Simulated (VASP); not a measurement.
## MnO2: single point with LDA

Crystal: MnO2.

```
Mn O
1.0
     2.81374    0.00000    0.00000
    -1.40687    2.43677    0.00000
     0.00000    0.00000    4.38205
Mn O
1 2
Direct
  0.00000 0.00000 0.50000
  0.66667 0.33333 0.28557
  0.33333 0.66667 0.71443
```

| Item | Value |
| --- | --- |
| Program | VASP 6.6.1 |
| Task | single point |
| Functional | LDA |
| Potentials or basis | VASP PAW LDA potentials, release 64 (Mn_pv, O) |
| Cutoff | 600 eV |
| k mesh | 11 × 11 × 6 |
| Occupations | fermi-dirac, width 0.05 eV |
| Spin | collinear spin, ferromagnetic start |
| Starting moments | [5.2, 0.0, 0.0] μB |

The pressure is 0.9 GPa, the largest force is 0.103 eV/Å and the band gap on the k mesh is 0.12 eV (least direct gap 0.15 eV). The net moment is 2.99 μB per cell, the site moments are Mn +2.74; O +0.08 μB and the valence electrons inside the program's atomic spheres are Mn 11.89; O 4.98.

Forces in eV/Å, atoms in the order of the input:
```
Mn   0.000  0.000  0.000
O    0.000  0.000 -0.103
O    0.000  0.000  0.103
```

Stress tensor (GPa, compression positive):
```
1.13 0.00 0.00
0.00 1.13 0.00
0.00 0.00 0.43
```

Levels at points of the mesh, in eV from the valence-band top:
Spin up:
```
           k point  band 11  band 12  band 13  band 14  band 15  band 16  band 17  band 18
(0.00, 0.00, 0.00)    -1.87    -1.87    -1.49    -0.44     2.68     2.68     7.10    10.09
(0.00, 0.00, 0.50)    -2.51    -1.94    -1.94    -0.04     2.77     2.77     9.15     9.67
```
Spin down:
```
           k point  band 8  band 9  band 10  band 11  band 12  band 13  band 14  band 15
(0.00, 0.00, 0.00)   -5.66   -1.69    -1.69    -1.24     0.13     0.13     1.88     4.04
(0.00, 0.00, 0.50)   -5.07   -3.04    -1.76    -1.76     0.12     0.12     2.08     4.13
```

Run time: 3.3 min on 1 thread of Oxide Virtual Turin-like Processor, with other jobs on the host, peak memory 0.19 GiB.

Caveat: a cell with one magnetic atom can't hold antiferromagnetic order, which such compounds often take. A k mesh can miss the band edges.
